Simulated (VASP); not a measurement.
# Tl in VASP: a series of runs

Runs on Tl. Level: PBE. Tasks: single point.

Everything below comes from runs of VASP 6.6.1. Logs are shortened: lines on timing, memory, paths and dates and some standing lists are left out, and cuts for length are marked.

### Step 1. The cell of the first run

The cell holds a slab with vacuum, 5 atoms: a = 3.612 Å, b = 3.612 Å, c = 26.131 Å, α = 90.00°, β = 90.00°, γ = 120.00°.

### Step 2. Single point, PBE

INCAR

```
PREC = Accurate
ENCUT = 520
EDIFF = 1E-6
ISMEAR = 0
SIGMA = 0.1
LREAL = False
LASPH = True
NELM = 100
ALGO = Normal
ISIF = 2
LWAVE = False
LCHARG = False
LDIPOL = True
IDIPOL = 3
DIPOL = 0.5 0.5 0.500
GGA = PE
NBANDS = 40
```

KPOINTS

```
Automatic mesh
0
Gamma
  1 1 1
```

POSCAR

```
Tl
1.0
    3.6124296590      0.0000000000      0.0000000000
   -1.8062148295      3.1284558541      0.0000000000
    0.0000000000      0.0000000000     26.1305357194
Tl
5
Direct
    0.3333333333      0.6666666667      0.2870205219
    0.6666666667      0.3333333333      0.3935102610
    0.3333333333      0.6666666667      0.5000000000
    0.6666666667      0.3333333333      0.6064897390
    0.3333333333      0.6666666667      0.7129794781
```

Potentials or basis: VASP PAW PBE potentials, release 64 (Tl_d).

The run is started by

```sh
$ cat potpaw_PBE.64/Tl_d/POTCAR > POTCAR
$ mpirun -np 1 vasp_gam > vasp.out
```

OUTCAR:

```text
PREC = Accurate
   ENCUT = 520
   EDIFF = 1E-6
   ISMEAR = 0
   LREAL = False
   LASPH = True
   NELM = 100
   ISIF = 2
   GGA = PE

 ion  position               nearest neighbor table
   1  0.333  0.667  0.287-   2 3.48   2 3.48   2 3.48
   2  0.667  0.333  0.394-   3 3.48   3 3.48   3 3.48   1 3.48   1 3.48   1 3.48
   3  0.333  0.667  0.500-   2 3.48   4 3.48   2 3.48   4 3.48   2 3.48   4 3.48
   4  0.667  0.333  0.606-   3 3.48   3 3.48   3 3.48   5 3.48   5 3.48   5 3.48
   5  0.333  0.667  0.713-   4 3.48   4 3.48   4 3.48

  LATTYP: Found a hexagonal cell.
 ALAT       =     3.6124296590
 C/A-ratio  =     7.2335071368

  Lattice vectors:

 A1 = (   3.6124296590,   0.0000000000,   0.0000000000)
 A2 = (  -1.8062148295,   3.1284558541,   0.0000000000)
 A3 = (   0.0000000000,   0.0000000000,  26.1305357194)

Analysis of symmetry for initial positions (statically):
=====================================================================
 Subroutine PRICEL returns:
 Original cell was already a primitive cell.

 Routine SETGRP: Setting up the symmetry group for a
 hexagonal supercell.

 Subroutine GETGRP returns: Found 12 space group operations
 (whereof 12 operations were pure point group operations)
 out of a pool of 24 trial point group operations.

The static configuration has the point symmetry D_3h.

Analysis of symmetry for dynamics (positions and initial velocities):
=====================================================================
 Subroutine PRICEL returns:
 Original cell was already a primitive cell.

 Routine SETGRP: Setting up the symmetry group for a
 hexagonal supercell.

 Subroutine GETGRP returns: Found 12 space group operations
 (whereof 12 operations were pure point group operations)
 out of a pool of 24 trial point group operations.

The dynamic configuration has the point symmetry D_3h.

 Subroutine INISYM returns: Found 12 space group operations
 (whereof 12 operations are pure point group operations),
 and found     1 'primitive' translations

----------------------------------------------------------------------------------------

                                     Primitive cell

  volume of cell :     295.3097

  direct lattice vectors                    reciprocal lattice vectors
     3.612429659  0.000000000  0.000000000     0.276821999  0.159823256  0.000000000
    -1.806214830  3.128455854  0.000000000     0.000000000  0.319646511  0.000000000
     0.000000000  0.000000000 26.130535719     0.000000000  0.000000000  0.038269403

  length of vectors
     3.612429659  3.612429659 26.130535719     0.319646511  0.319646511  0.038269403

  position of ions in fractional coordinates (direct lattice)
     0.333333333  0.666666667  0.287020522
     0.666666667  0.333333333  0.393510261
     0.333333333  0.666666667  0.500000000
     0.666666667  0.333333333  0.606489739
     0.333333333  0.666666667  0.712979478

  ion indices of the primitive-cell ions
   primitive index   ion index
                 1           1
                 2           2
                 3           3
                 4           4
                 5           5

----------------------------------------------------------------------------------------

 KPOINTS: Automatic mesh

Automatic generation of k-mesh.
 Grid dimensions read from file:
 generate k-points for:    1    1    1

 Generating k-lattice:

  Cartesian coordinates                     Fractional coordinates (reciprocal lattice)
     0.276821999  0.159823256  0.000000000     1.000000000 -0.000000000  0.000000000
     0.000000000  0.319646511  0.000000000     0.000000000  1.000000000  0.000000000
     0.000000000  0.000000000  0.038269403     0.000000000  0.000000000  1.000000000

  Length of vectors
     0.319646511  0.319646511  0.038269403

  Shift w.r.t. Gamma in fractional coordinates (k-lattice)
     0.000000000  0.000000000  0.000000000

 Subroutine IBZKPT returns following result:
 ===========================================

 Found      1 irreducible k-points:

 Following reciprocal coordinates:
            Coordinates               Weight
  0.000000  0.000000  0.000000      1.000000
   k-points           NKPTS =      1   k-points in BZ     NKDIM =      1   number of bands    NBANDS=     40
   number of dos      NEDOS =    301   number of ions     NIONS =      5
   total plane-waves  NPLWV = 153664
   dimension x,y,z NGX =    28 NGY =   28 NGZ =  196
   dimension x,y,z NGXF=    56 NGYF=   56 NGZF=  392
   ions per type =               5
   NGX,Y,Z   is equivalent  to a cutoff of  12.89, 12.89, 12.47 a.u.
   NGXF,Y,Z  is equivalent  to a cutoff of  25.77, 25.77, 24.94 a.u.
 SYSTEM =  unknown system
   PREC   = accura    normal or accurate (medium, high low for compatibility)
   ISTART =      0    job   : 0-new  1-cont  2-samecut
   ICHARG =      2    charge: 1-file 2-atom 10-const
   ISPIN  =      1    spin polarized calculation?
   LNONCOLLINEAR =      F non collinear calculations
   LSORBIT =      F    spin-orbit coupling
   LASPH  =      T    aspherical Exc in radial PAW
   ENCUT  =  520.0 eV  38.22 Ry    6.18 a.u.   6.72  6.72 48.59*2*pi/ulx,y,z
   NELM   =    100;   NELMIN=  2; NELMDL= -5     # of ELM steps
   EDIFF  = 0.1E-05   stopping-criterion for ELM
   LREAL  =      F    real-space projection
   EDIFFG = 0.1E-04   stopping-criterion for IOM
   NSW    =      0    number of steps for IOM
   IBRION =     -1    ionic relax: 0-MD 1-quasi-New 2-CG
   NFREE  =      0    steps in history (QN), initial steepest desc. (CG)
   ISIF   =      2    stress and relaxation
   ISYM   =      2    0-nonsym 1-usesym 2-fastsym
   POTIM  = 0.5000    time-step for ionic-motion
   TEBEG  =    0.0;   TEEND  =   0.0 temperature during run
   PSTRESS=    0.0 pullay stress
   NELECT =      65.0000    total number of electrons
   NUPDOWN=      -1.0000    fix difference up-down
   EMIN   =  10.00;   EMAX   =-10.00  energy-range for DOS
   EFERMI =   0.00;   METHOD = LEGACY
   ISMEAR =     0;   SIGMA  =   0.10  broadening in eV -4-tet -1-fermi 0-gaus
   EFERMI_NEDOS =   21; number of points for ismear=-14 and -15
   IALGO  =     38    algorithm
   IMIX   =      4    mixing-type and parameters
     AMIX     =   0.40;   BMIX     =  1.00
     AMIX_MAG =   1.60;   BMIX_MAG =  1.00
  volume/ion in A,a.u.               =      59.06       398.57
  Fermi-wavevector in a.u.,A,eV,Ry     =   0.988447  1.867894 13.293265  0.977027
  Thomas-Fermi vector in A             =   2.119974
   LORBIT       =      0    0 simple, 1 ext, 2 COOP (PROOUT), +10 PAW based schemes
   GGA     = PE    functional components
   LHFCALC =     F    Hartree Fock is set to
   AEXX    =    0.0000 exact exchange contribution
   IVDW    =     0    specifies the selected vdW correction
   LEPSILON=     F    determine dielectric tensor
   LRPA    =     F    only Hartree local field effects (RPA)
 non-spin polarized calculation
 Gauss-broadening in eV      SIGMA  =   0.10
  energy-cutoff  :      520.00
  volume of cell :      295.31
 maximum number of plane-waves:      4009
 NGX is ok and might be reduce to    28
   NGX = 13   NGY = 13   NGZ = 97

 dipolmoment           0.000000      0.000000      0.000000 electrons x Angstroem

 number of electron      65.0000000 magnetization

 dipolmoment           0.000000      0.000000     -0.000000 electrons x Angstroem

 Free energy of the ion-electron system (eV)
  ---------------------------------------------------
  ext. energy  EPLUGINS =         0.00000000
  ---------------------------------------------------
  free energy    TOTEN  =       -26.92549911 eV

  energy without entropy =      -26.86908015  energy(sigma->0) =      -26.89728963

 E-fermi :   2.0986     XC(G=0):  -5.8798

 val. band max:        2.0986110026   @ k =   0.0000   0.0000   0.0000
 cond. band min:       4.3536118509   @ k =   0.0000   0.0000   0.0000
 fundamental gap:      2.2550008483
 Fermi energy:         2.0986110026

 k-point     1 :       0.0000    0.0000    0.0000
  band No.  band energies     occupation
      1     -13.2563      2.00000
      2     -13.2563      2.00000
      3     -13.1113      2.00000
      4     -13.1113      2.00000
      5     -13.0844      2.00000
      6     -13.0844      2.00000
[... 32 lines left out ...]
     39       6.5287      0.00000
     40       6.8366      0.00000

------------------------ aborting loop because EDIFF is reached ----------------------------------------

 vacuum level on the upper side and lower side of the slab       (xc-potential included)        -0.005        -0.005

  FORCE on cell =-STRESS in cart. coord.  units (eV):
  Direction    XX          YY          ZZ          XY          YZ          ZX
  --------------------------------------------------------------------------------------
  -------------------------------------------------------------------------------------
  Total      -56.8933653    -56.8933653     39.1451083      0.0000000      0.0000000      0.0000000
  in kB     -308.6700287   -308.6700287    212.3783967      0.0000000      0.0000000      0.0000000
  external PRESSURE =    -134.9872202 kB  Pullay stress =       0.0000000 kB

 VOLUME and BASIS-vectors are now :
 -----------------------------------------------------------------------------
  energy-cutoff  :      520.00
  volume of cell :      295.31
      direct lattice vectors                 reciprocal lattice vectors
     3.612429659  0.000000000  0.000000000     0.276821999  0.159823256  0.000000000
    -1.806214830  3.128455854  0.000000000     0.000000000  0.319646511  0.000000000
     0.000000000  0.000000000 26.130535719     0.000000000  0.000000000  0.038269403

 POSITION                                       TOTAL-FORCE (eV/Angst)
 -----------------------------------------------------------------------------------
     -0.00000      2.08564      7.50000         0.000000     -0.000000     -3.158263
      1.80621      1.04282     10.28263        -0.000000      0.000000     -0.729349
     -0.00000      2.08564     13.06527        -0.000000      0.000000     -0.000000
      1.80621      1.04282     15.84790        -0.000000      0.000000      0.729349
     -0.00000      2.08564     18.63054         0.000000     -0.000000      3.158263
 -----------------------------------------------------------------------------------
    total drift:                                0.000000     -0.000000     -0.000000

  FREE ENERGIE OF THE ION-ELECTRON SYSTEM (eV)
  ---------------------------------------------------
  free  energy   TOTEN  =       -26.9254991056 eV

  energy  without entropy=      -26.8690801472  energy(sigma->0) =      -26.89728963

 vacuum level on the upper side and lower side of the slab         7.228         7.228
```

Run time: 20 s. Hardware: 1 thread of Intel Xeon 6975P-C (Granite Rapids), shared host; peak memory 0.35 GiB.

Results:

```yaml
Free_energy: -26.9255 eV
Largest_force: 3.158 eV/Å
Band_gap_on_the_k_mesh: zero (an odd number of electrons rules out a gap without spin polarisation)
```

Forces on the atoms (eV/Å):
```
Tl   0.000  0.000 -3.158
Tl   0.000  0.000 -0.729
Tl   0.000  0.000  0.000
Tl   0.000  0.000  0.729
Tl   0.000  0.000  3.158
```

Levels at points of the mesh, in eV from the Fermi level:
```tsv
k point	band 29	band 30	band 31	band 32	band 33	band 34	band 35	band 36	band 37	band 38
(0.00, 0.00, 0.00)	-9.10	-8.19	-4.39	-2.25	0.00	2.25	3.74	3.74	4.09	4.43
```

Caveat: the k points lie up to 2.01 Å⁻¹ apart, too coarse for converged energies and pressures of a metal; spin-orbit coupling is left out, which moves the levels of the heavy elements.

### Step 3. Single point, PBE

INCAR

```
SYSTEM = Tl
ALGO = Normal
DIPOL = 0.5 0.5 0.500
EDIFF = 1E-6
ENCUT = 520
GGA = PE
IDIPOL = 3
ISIF = 2
ISMEAR = 0
LASPH = .True.
LCHARG = .False.
LDIPOL = .True.
LREAL = .False.
LWAVE = .False.
NBANDS = 40
NELM = 80
PREC = Accurate
SIGMA = 0.1
```

KPOINTS

```
k-points
0
Gamma
  2 2 1
  0 0 0
```

POSCAR is that of step 2.

Potentials or basis: VASP PAW PBE potentials, release 64 (Tl_d).

The run is started by

```sh
$ cat potpaw_PBE.64/Tl_d/POTCAR > POTCAR
$ mpirun -np 1 vasp_std > vasp.out
```

Run time: 28 s. Hardware: 1 thread of Intel Xeon 6975P-C (Granite Rapids), shared host; peak memory 0.37 GiB.

It converged, with:

- Free energy: -13.1828 eV
- Largest force: 0.420 eV/Å
- Band gap on the k mesh: zero (an odd number of electrons rules out a gap without spin polarisation)

Forces in eV/Å, atoms in the order of the input:
```
Tl   0.000  0.000  0.420
Tl   0.000  0.000 -0.160
Tl   0.000  0.000  0.000
Tl   0.000  0.000  0.160
Tl   0.000  0.000 -0.420
```

Levels at points of the mesh, in eV from the Fermi level:
| k point | band 28 | band 29 | band 30 | band 31 | band 32 | band 33 | band 34 | band 35 | band 36 | band 37 |
| --- | --- | --- | --- | --- | --- | --- | --- | --- | --- | --- |
| (0.00, 0.00, 0.00) | -6.92 | -5.80 | -4.49 | -0.84 | 0.66 | 2.57 | 3.69 | 4.56 | 4.79 | 6.61 |
| (0.50, 0.00, 0.00) | -3.82 | -3.54 | -3.53 | -0.91 | -0.78 | -0.11 | 0.11 | 1.23 | 2.79 | 4.04 |

Caveat: the k points lie up to 1.00 Å⁻¹ apart, too coarse for converged energies and pressures of a metal; spin-orbit coupling is left out, which moves the levels of the heavy elements.

### Step 4. Single point, PBE

This run uses another cell than the first one.

INCAR

```
SYSTEM = Tl
  ALGO = Normal
  EDIFF = 1E-7
  ENCUT = 520
  GGA = PE
  ISIF = 2
  ISMEAR = 0
  LASPH = .True.
  LCHARG = .True.
  LELF = .True.
  LREAL = .False.
  LVHAR = .True.
  LWAVE = .False.
  NBANDS = 40
  NELM = 100
  PREC = Accurate
  SIGMA = 0.1
```

KPOINTS

```
k-points
0
Gamma
  12 12 1
  0 0 0
```

POSCAR

```
Tl
1.0
    3.6124296590      0.0000000000      0.0000000000
   -1.8062148295      3.1284558541      0.0000000000
    0.0000000000      0.0000000000     19.1305357194
Tl
5
Direct
    0.3333333333      0.6666666667      0.2090898059
    0.6666666667      0.3333333333      0.3545449029
    0.3333333333      0.6666666667      0.5000000000
    0.6666666667      0.3333333333      0.6454550971
    0.3333333333      0.6666666667      0.7909101941
```

Potentials or basis: VASP PAW PBE potentials, release 64 (Tl_d).

The run is started by

```sh
$ cat potpaw_PBE.64/Tl_d/POTCAR > POTCAR
$ mpirun -np 1 vasp_std > vasp.out
```

OUTCAR:

```text
SYSTEM = Tl
   EDIFF = 1E-7
   ENCUT = 520
   GGA = PE
   ISIF = 2
   ISMEAR = 0
   LASPH = .True.
   LREAL = .False.
   NELM = 100
   PREC = Accurate

 ion  position               nearest neighbor table
   1  0.333  0.667  0.209-   2 3.48   2 3.48   2 3.48
   2  0.667  0.333  0.355-   1 3.48   1 3.48   1 3.48   3 3.48   3 3.48   3 3.48
   3  0.333  0.667  0.500-   2 3.48   4 3.48   2 3.48   4 3.48   2 3.48   4 3.48
   4  0.667  0.333  0.645-   5 3.48   5 3.48   5 3.48   3 3.48   3 3.48   3 3.48
   5  0.333  0.667  0.791-   4 3.48   4 3.48   4 3.48

  LATTYP: Found a hexagonal cell.
 ALAT       =     3.6124296590
 C/A-ratio  =     5.2957531427

  Lattice vectors:

 A1 = (   3.6124296590,   0.0000000000,   0.0000000000)
 A2 = (  -1.8062148295,   3.1284558541,   0.0000000000)
 A3 = (   0.0000000000,   0.0000000000,  19.1305357194)

Analysis of symmetry for initial positions (statically):
[... 170 lines left out ...]
  free energy    TOTEN  =       -10.74123722 eV

  energy without entropy =      -10.72850686  energy(sigma->0) =      -10.73487204

 E-fermi :   3.1790     XC(G=0):  -7.6864

 val. band max:        3.1652265923   @ k =   0.0833   0.0833   0.0000
 cond. band min:       3.2075699058   @ k =   0.2500   0.2500   0.0000
 fundamental gap:      0.0423433135
 Fermi energy:         3.1790074480

 k-point     1 :       0.0000    0.0000    0.0000
  band No.  band energies     occupation
      1      -8.5064      2.00000
      2      -8.5027      2.00000
      3      -8.3807      2.00000
      4      -8.3807      2.00000
      5      -8.3803      2.00000
      6      -8.3803      2.00000
[... 806 lines left out ...]
     39       4.5272      0.00000
     40       5.5495      0.00000

------------------------ aborting loop because EDIFF is reached ----------------------------------------

  FORCE on cell =-STRESS in cart. coord.  units (eV):
  Direction    XX          YY          ZZ          XY          YZ          ZX
  --------------------------------------------------------------------------------------
  -------------------------------------------------------------------------------------
  Total       -0.9828985     -0.9828985     -0.4374263      0.0000000      0.0000000      0.0000000
  in kB       -7.2838788     -7.2838788     -3.2415960      0.0000000      0.0000000      0.0000000
  external PRESSURE =      -5.9364512 kB  Pullay stress =       0.0000000 kB

 VOLUME and BASIS-vectors are now :
 -----------------------------------------------------------------------------
  energy-cutoff  :      520.00
  volume of cell :      216.20
      direct lattice vectors                 reciprocal lattice vectors
     3.612429659  0.000000000  0.000000000     0.276821999  0.159823256  0.000000000
    -1.806214830  3.128455854  0.000000000     0.000000000  0.319646511  0.000000000
     0.000000000  0.000000000 19.130535719     0.000000000  0.000000000  0.052272451

 POSITION                                       TOTAL-FORCE (eV/Angst)
 -----------------------------------------------------------------------------------
     -0.00000      2.08564      4.00000        -0.000000     -0.000000     -0.001509
      1.80621      1.04282      6.78263         0.000000      0.000000      0.066765
     -0.00000      2.08564      9.56527        -0.000000      0.000000      0.000000
      1.80621      1.04282     12.34790         0.000000      0.000000     -0.066765
     -0.00000      2.08564     15.13054        -0.000000     -0.000000      0.001509
 -----------------------------------------------------------------------------------
    total drift:                                0.000000     -0.000000      0.000000

  FREE ENERGIE OF THE ION-ELECTRON SYSTEM (eV)
  ---------------------------------------------------
  free  energy   TOTEN  =       -10.7412372243 eV

  energy  without entropy=      -10.7285068553  energy(sigma->0) =      -10.73487204
```

stdout:

```text
POSCAR found type information on POSCAR Tl
 POSCAR found :  1 types and       5 ions
 scaLAPACK will be used
 LDA part: xc-table for (Slater+PW92), standard interpolation
 POSCAR, INCAR and KPOINTS ok, starting setup
 FFT: planning ... GRIDC
 FFT: planning ... GRID_SOFT
 FFT: planning ... GRID
 WAVECAR not read
 entering main loop
```

Wall time 100 s (1 thread of Intel Xeon 6975P-C (Granite Rapids), shared host); peak memory 0.37 GiB.

Results:

```yaml
Free_energy: -10.7412 eV
Largest_force: 0.067 eV/Å
Band_gap_on_the_k_mesh: zero (an odd number of electrons rules out a gap without spin polarisation)
```

Forces on the atoms (eV/Å):
```
Tl   0.000  0.000 -0.002
Tl   0.000  0.000  0.067
Tl   0.000  0.000  0.000
Tl   0.000  0.000 -0.067
Tl   0.000  0.000  0.002
```

Caveat: there is no dipole correction, which matters where the two faces differ; spin-orbit coupling is left out, which moves the levels of the heavy elements.

### Step 5. Overview

```csv
cell,k mesh,dipole correction,gap on the mesh (eV),largest force (eV/Å)
"a = 3.612, b = 3.612, c = 26.131 Å, angles 90.0, 90.0, 120.0°, 5 atoms",1 × 1 × 1,yes,none,3.16
"a = 3.612, b = 3.612, c = 26.131 Å, angles 90.0, 90.0, 120.0°, 5 atoms",2 × 2 × 1,yes,none,0.42
"a = 3.612, b = 3.612, c = 19.131 Å, angles 90.0, 90.0, 120.0°, 5 atoms",12 × 12 × 1,no,none,0.07
```

Alike in all rows: task single point; level PBE; potentials or basis VASP PAW PBE potentials, release 64 (Tl_d); no spin polarisation; cutoff (eV) 520; smearing gaussian 0.1 eV.

Caveats: some runs use coarse meshes; spin-orbit coupling is left out, which moves the levels of the heavy elements; there is no dipole correction, which matters where the two faces differ (at least some runs).

Absolute energies hang on the potentials; compare differences alone.

The gap in the log of VASP goes by the Fermi energy; the results here count the filled bands.